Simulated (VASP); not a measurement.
# Zr2O (P4_2/nnm) in VASP: single point with r2SCAN

Aim: the single point of Zr2O with r2SCAN.

Program: VASP 6.6.1. These are calculated values, not measurements. Logs are shortened: lines on timing, memory, paths and dates and some standing lists are left out, and cuts for length are marked.

## Step 1: The cell of the first run

The structure is tetragonal, space group P4_2/nnm (No. 134). Conventional cell: a = 5.115 Å, b = 5.115 Å, c = 4.348 Å, α = 90.00°, β = 90.00°, γ = 90.00°. Zr (site symmetry 2/m) has 2 O at 2.11 Å within 2.8 Å. O (site symmetry -42m) has 4 Zr at 2.11 Å within 2.8 Å.

## Step 2: Single point, r2SCAN

The input, POSCAR:

```
Zr2O
1.0
    5.1154731073      0.0000000000      0.0000000000
    0.0000000000      5.1154731073      0.0000000000
    0.0000000000      0.0000000000      4.3481521412
Zr O
4 2
Direct
    0.2500000000      0.2500000000      0.7500000000
    0.7500000000      0.2500000000      0.2500000000
    0.2500000000      0.7500000000      0.2500000000
    0.7500000000      0.7500000000      0.7500000000
    0.0000000000      0.0000000000      0.0000000000
    0.5000000000      0.5000000000      0.5000000000
```

The input, INCAR.step1:

```
SYSTEM = Zr2O
ALGO = Normal
EDIFF = 1E-4
ENCUT = 520
GGA = PE
ISMEAR = 0
KPAR = 4
LASPH = .True.
LCHARG = .False.
LREAL = .False.
LWAVE = .True.
NBANDS = 39
NELM = 100
PREC = Accurate
SIGMA = 0.15
```

The input, INCAR.step2:

```
SYSTEM = Zr2O
ALGO = Normal
EDIFF = 1E-6
ENCUT = 520
ISIF = 2
ISMEAR = 0
ISTART = 1
KPAR = 4
LASPH = .True.
LCHARG = .False.
LMIXTAU = .True.
LREAL = .False.
LWAVE = .False.
METAGGA = R2SCAN
NBANDS = 39
NELM = 100
PREC = Accurate
SIGMA = 0.15
```

The input, KPOINTS:

```
k-points
0
Gamma
  12 12 12
  0 0 0
```

Potentials or basis: VASP PAW PBE potentials, release 64 (Zr_sv, O).

Run with:

```bash
$ cat potpaw_PBE.64/Zr_sv/POTCAR potpaw_PBE.64/O/POTCAR > POTCAR
$ cp INCAR.step1 INCAR
$ mpirun -np 4 vasp_std > vasp.out
$ cp INCAR.step2 INCAR
$ mpirun -np 4 vasp_std > vasp.out
```

OUTCAR:

```text
SYSTEM = Zr2O
   EDIFF = 1E-6
   ENCUT = 520
   ISIF = 2
   ISMEAR = 0
   ISTART = 1
   LASPH = .True.
   LREAL = .False.
   METAGGA = R2SCAN
   NELM = 100
   PREC = Accurate

 ion  position               nearest neighbor table
   1  0.250  0.250  0.750-   5 2.11   6 2.11   2 3.36   3 3.36   2 3.36   3 3.36   3 3.36   3 3.36
                             2 3.36   2 3.36   4 3.62   4 3.62   4 3.62   4 3.62
   2  0.750  0.250  0.250-   5 2.11   6 2.11   1 3.36   4 3.36   1 3.36   4 3.36   4 3.36   4 3.36
                             1 3.36   1 3.36   3 3.62   3 3.62   3 3.62   3 3.62
   3  0.250  0.750  0.250-   5 2.11   6 2.11   1 3.36   4 3.36   1 3.36   4 3.36   1 3.36   1 3.36
                             4 3.36   4 3.36   2 3.62   2 3.62   2 3.62   2 3.62
   4  0.750  0.750  0.750-   5 2.11   6 2.11   2 3.36   3 3.36   2 3.36   3 3.36   2 3.36   2 3.36
                             3 3.36   3 3.36   1 3.62   1 3.62   1 3.62   1 3.62
   5  0.000  0.000  0.000-   1 2.11   2 2.11   3 2.11   4 2.11
   6  0.500  0.500  0.500-   1 2.11   2 2.11   3 2.11   4 2.11

  LATTYP: Found a simple tetragonal cell.
 ALAT       =     5.1154731073
 C/A-ratio  =     0.8500000000

  Lattice vectors:

 A1 = (   5.1154731073,   0.0000000000,   0.0000000000)
 A2 = (   0.0000000000,   5.1154731073,   0.0000000000)
 A3 = (   0.0000000000,   0.0000000000,   4.3481521412)

Analysis of symmetry for initial positions (statically):
=====================================================================
 Subroutine PRICEL returns:
 Original cell was already a primitive cell.

 Routine SETGRP: Setting up the symmetry group for a
 simple tetragonal supercell.

 Subroutine GETGRP returns: Found 16 space group operations
 (whereof  8 operations were pure point group operations)
 out of a pool of 16 trial point group operations.

The static configuration has the point symmetry D_2d.
 The point group associated with its full space group is D_4h.

Analysis of symmetry for dynamics (positions and initial velocities):
=====================================================================
 Subroutine PRICEL returns:
 Original cell was already a primitive cell.

 Routine SETGRP: Setting up the symmetry group for a
 simple tetragonal supercell.

 Subroutine GETGRP returns: Found 16 space group operations
 (whereof  8 operations were pure point group operations)
 out of a pool of 16 trial point group operations.

The dynamic configuration has the point symmetry D_2d.
 The point group associated with its full space group is D_4h.

 Subroutine INISYM returns: Found 16 space group operations
 (whereof  8 operations are pure point group operations),
 and found     1 'primitive' translations

----------------------------------------------------------------------------------------

                                     Primitive cell

  volume of cell :     113.7827

  direct lattice vectors                    reciprocal lattice vectors
     5.115473107  0.000000000  0.000000000     0.195485340  0.000000000  0.000000000
     0.000000000  5.115473107  0.000000000     0.000000000  0.195485340  0.000000000
     0.000000000  0.000000000  4.348152141     0.000000000  0.000000000  0.229982753

  length of vectors
     5.115473107  5.115473107  4.348152141     0.195485340  0.195485340  0.229982753

  position of ions in fractional coordinates (direct lattice)
     0.250000000  0.250000000  0.750000000
     0.750000000  0.250000000  0.250000000
     0.250000000  0.750000000  0.250000000
     0.750000000  0.750000000  0.750000000
     0.000000000  0.000000000  0.000000000
     0.500000000  0.500000000  0.500000000

  ion indices of the primitive-cell ions
   primitive index   ion index
                 1           1
                 2           2
                 3           3
                 4           4
                 5           5
                 6           6

----------------------------------------------------------------------------------------

 KPOINTS: k-points

Automatic generation of k-mesh.
 Grid dimensions read from file:
 generate k-points for:   12   12   12

 Generating k-lattice:

  Cartesian coordinates                     Fractional coordinates (reciprocal lattice)
     0.016290445  0.000000000  0.000000000     0.083333333  0.000000000  0.000000000
     0.000000000  0.016290445  0.000000000     0.000000000  0.083333333  0.000000000
     0.000000000  0.000000000  0.019165229     0.000000000  0.000000000  0.083333333

  Length of vectors
     0.016290445  0.016290445  0.019165229

  Shift w.r.t. Gamma in fractional coordinates (k-lattice)
     0.000000000  0.000000000  0.000000000

 Subroutine IBZKPT returns following result:
 ===========================================

 Found    196 irreducible k-points:

 Following reciprocal coordinates:
            Coordinates               Weight
  0.000000  0.000000  0.000000      1.000000
  0.083333  0.000000  0.000000      4.000000
  0.166667  0.000000  0.000000      4.000000
  0.250000  0.000000  0.000000      4.000000
  0.333333  0.000000  0.000000      4.000000
  0.416667  0.000000  0.000000      4.000000
[... 16 lines left out ...]
  0.333333  0.333333  0.000000      4.000000
  0.416667  0.333333  0.000000      8.000000
 [... further k-points ...]
   k-points           NKPTS =    196   k-points in BZ     NKDIM =    196   number of bands    NBANDS=     39
   number of dos      NEDOS =    301   number of ions     NIONS =      6
   total plane-waves  NPLWV =  51200
   dimension x,y,z NGX =    40 NGY =   40 NGZ =   32
   dimension x,y,z NGXF=    80 NGYF=   80 NGZF=   64
   ions per type =               4   2
   NGX,Y,Z   is equivalent  to a cutoff of  13.00, 13.00, 12.23 a.u.
   NGXF,Y,Z  is equivalent  to a cutoff of  26.00, 26.00, 24.47 a.u.
 SYSTEM =  Zr2O
   PREC   = accura    normal or accurate (medium, high low for compatibility)
   ISTART =      1    job   : 0-new  1-cont  2-samecut
   ICHARG =      0    charge: 1-file 2-atom 10-const
   ISPIN  =      1    spin polarized calculation?
   LNONCOLLINEAR =      F non collinear calculations
   LSORBIT =      F    spin-orbit coupling
   LASPH  =      T    aspherical Exc in radial PAW
   ENCUT  =  520.0 eV  38.22 Ry    6.18 a.u.   9.51  9.51  8.08*2*pi/ulx,y,z
   NELM   =    100;   NELMIN=  2; NELMDL=  0     # of ELM steps
   EDIFF  = 0.1E-05   stopping-criterion for ELM
   LREAL  =      F    real-space projection
   EDIFFG = 0.1E-04   stopping-criterion for IOM
   NSW    =      0    number of steps for IOM
   IBRION =     -1    ionic relax: 0-MD 1-quasi-New 2-CG
   NFREE  =      0    steps in history (QN), initial steepest desc. (CG)
   ISIF   =      2    stress and relaxation
   ISYM   =      2    0-nonsym 1-usesym 2-fastsym
   POTIM  = 0.5000    time-step for ionic-motion
   TEBEG  =    0.0;   TEEND  =   0.0 temperature during run
   PSTRESS=    0.0 pullay stress
   NELECT =      60.0000    total number of electrons
   NUPDOWN=      -1.0000    fix difference up-down
   EMIN   =  10.00;   EMAX   =-10.00  energy-range for DOS
   EFERMI =   0.00;   METHOD = LEGACY
   ISMEAR =     0;   SIGMA  =   0.15  broadening in eV -4-tet -1-fermi 0-gaus
   EFERMI_NEDOS =   21; number of points for ismear=-14 and -15
   IALGO  =     38    algorithm
   IMIX   =      4    mixing-type and parameters
     AMIX     =   0.40;   BMIX     =  1.00
     AMIX_MAG =   1.60;   BMIX_MAG =  1.00
  volume/ion in A,a.u.               =      18.96       127.97
  Fermi-wavevector in a.u.,A,eV,Ry     =   1.322614  2.499378 23.800779  1.749308
  Thomas-Fermi vector in A             =   2.452282
   LORBIT       =      0    0 simple, 1 ext, 2 COOP (PROOUT), +10 PAW based schemes
   METAGGA = R2SCAN    functional components
   LHFCALC =     F    Hartree Fock is set to
   AEXX    =    0.0000 exact exchange contribution
   IVDW    =     0    specifies the selected vdW correction
   LEPSILON=     F    determine dielectric tensor
   LRPA    =     F    only Hartree local field effects (RPA)
 non-spin polarized calculation
 Gauss-broadening in eV      SIGMA  =   0.15
  energy-cutoff  :      520.00
  volume of cell :      113.78
 maximum number of plane-waves:      3092
 NGX is ok and might be reduce to    40
   NGX = 19   NGY = 19   NGZ = 17

 number of electron      60.0000007 magnetization

 Free energy of the ion-electron system (eV)
  ---------------------------------------------------
  ext. energy  EPLUGINS =         0.00000000
  ---------------------------------------------------
  free energy    TOTEN  =      -113.13945518 eV

  energy without entropy =     -113.05712081  energy(sigma->0) =     -113.09828800

 E-fermi :   8.1470     XC(G=0): -11.5910

 val. band max:        8.1462532346   @ k =   0.5000   0.3333   0.2500
 cond. band min:       8.1478169455   @ k =   0.1667   0.0833   0.4167
 fundamental gap:      0.0015637110
 Fermi energy:         8.1470309960

 k-point     1 :       0.0000    0.0000    0.0000
  band No.  band energies     occupation
      1     -42.7927      2.00000
      2     -42.7011      2.00000
      3     -42.7011      2.00000
      4     -42.6652      2.00000
      5     -21.3576      2.00000
      6     -20.3034      2.00000
[... 31 lines left out ...]
     38      12.0206      0.00000
     39      12.0206      0.00000

 k-point     2 :       0.0833    0.0000    0.0000
  band No.  band energies     occupation
      1     -42.7912      2.00000
      2     -42.7027      2.00000
      3     -42.7005      2.00000
      4     -42.6658      2.00000
      5     -21.3421      2.00000
      6     -20.3233      2.00000
[... 31 lines left out ...]
     38      12.0024      0.00000
     39      12.0105      0.00000

 k-point     3 :       0.1667    0.0000    0.0000
  band No.  band energies     occupation
      1     -42.7866      2.00000
      2     -42.7073      2.00000
      3     -42.6987      2.00000
      4     -42.6676      2.00000
      5     -21.2961      2.00000
      6     -20.3818      2.00000
[... 31 lines left out ...]
     38      11.8638      0.00000
     39      11.9620      0.00000

 k-point     4 :       0.2500    0.0000    0.0000
  band No.  band energies     occupation
      1     -42.7794      2.00000
      2     -42.7146      2.00000
      3     -42.6958      2.00000
      4     -42.6704      2.00000
      5     -21.2215      2.00000
      6     -20.4745      2.00000
[... 31 lines left out ...]
     38      11.3161      0.00000
     39      11.8498      0.00000
[... 754 lines left out ...]
     38      10.5145      0.00000
     39      11.4460      0.00000

 k-point    23 :       0.3333    0.3333    0.0000
  band No.  band energies     occupation
      1     -42.7507      2.00000
      2     -42.7139      2.00000
      3     -42.7093      2.00000
      4     -42.6866      2.00000
      5     -20.9760      2.00000
      6     -20.6934      2.00000
[... 31 lines left out ...]
     38      10.8381      0.00000
     39      11.2848      0.00000

 k-point    24 :       0.4167    0.3333    0.0000
  band No.  band energies     occupation
      1     -42.7413      2.00000
      2     -42.7215      2.00000
      3     -42.7052      2.00000
      4     -42.6925      2.00000
      5     -20.9052      2.00000
      6     -20.7570      2.00000
[... 31 lines left out ...]
     38      10.6191      0.00000
     39      11.2408      0.00000

 [... further k-points ...]

------------------------ aborting loop because EDIFF is reached ----------------------------------------

  FORCE on cell =-STRESS in cart. coord.  units (eV):
  Direction    XX          YY          ZZ          XY          YZ          ZX
  --------------------------------------------------------------------------------------
  -------------------------------------------------------------------------------------
  Total       -2.8268347     -2.8268347      2.9515601      0.0000000     -0.0000000      0.0000000
  in kB      -39.8047277    -39.8047277     41.5609886      0.0000000     -0.0000000      0.0000000
  external PRESSURE =     -12.6828222 kB  Pullay stress =       0.0000000 kB

 VOLUME and BASIS-vectors are now :
 -----------------------------------------------------------------------------
  energy-cutoff  :      520.00
  volume of cell :      113.78
      direct lattice vectors                 reciprocal lattice vectors
     5.115473107  0.000000000  0.000000000     0.195485340  0.000000000  0.000000000
     0.000000000  5.115473107  0.000000000     0.000000000  0.195485340  0.000000000
     0.000000000  0.000000000  4.348152141     0.000000000  0.000000000  0.229982753

 POSITION                                       TOTAL-FORCE (eV/Angst)
 -----------------------------------------------------------------------------------
      1.27887      1.27887      3.26111        -0.000000     -0.000000     -0.000000
      3.83660      1.27887      1.08704         0.000000     -0.000000      0.000000
      1.27887      3.83660      1.08704         0.000000     -0.000000     -0.000000
      3.83660      3.83660      3.26111         0.000000      0.000000     -0.000000
      0.00000      0.00000      0.00000         0.000000      0.000000     -0.000000
      2.55774      2.55774      2.17408         0.000000      0.000000     -0.000000
 -----------------------------------------------------------------------------------
    total drift:                                0.000000      0.000000      0.000000

  FREE ENERGIE OF THE ION-ELECTRON SYSTEM (eV)
  ---------------------------------------------------
  free  energy   TOTEN  =      -113.1394551831 eV

  energy  without entropy=     -113.0571208134  energy(sigma->0) =     -113.09828800
```

Wall time 16 min (4 MPI ranks of Oxide Virtual Turin-like, shared host); peak memory 0.69 GiB.

What came out:

```yaml
Free_energy: -113.1395 eV
Pressure: -1.3 GPa
Band_gap_on_the_k_mesh: zero (bands 30 and 31 overlap by 1.34 eV)
```

Levels at points of the mesh, in eV from the Fermi level:
| k point | band 26 | band 27 | band 28 | band 29 | band 30 | band 31 | band 32 | band 33 | band 34 | band 35 |
| --- | --- | --- | --- | --- | --- | --- | --- | --- | --- | --- |
| (0.00, 0.00, 0.00) | -2.02 | -1.83 | -1.83 | -1.60 | -1.20 | 1.15 | 1.68 | 2.10 | 2.10 | 2.42 |
| (0.50, 0.00, 0.00) | -3.02 | -0.72 | -0.72 | -0.27 | -0.27 | -0.12 | -0.12 | 1.04 | 1.04 | 1.86 |
| (0.50, 0.50, 0.00) | -2.20 | -1.44 | -1.44 | 0.07 | 0.07 | 0.36 | 0.36 | 1.04 | 1.04 | 1.29 |
| (0.00, 0.00, 0.50) | -2.33 | -0.76 | -0.76 | 0.08 | 0.08 | 0.12 | 0.12 | 2.26 | 2.26 | 2.30 |
| (0.50, 0.00, 0.50) | -1.74 | -1.49 | -1.49 | 0.05 | 0.05 | 0.34 | 0.34 | 0.98 | 0.98 | 2.04 |
| (0.50, 0.50, 0.50) | -2.65 | -2.01 | -0.23 | -0.06 | 1.05 | 1.05 | 1.27 | 1.27 | 1.37 | 1.86 |

Caveat: the stress differs along the axes, from -4 to 4 GPa; the PAW data sets were made with another functional, which shifts forces and pressure a little.
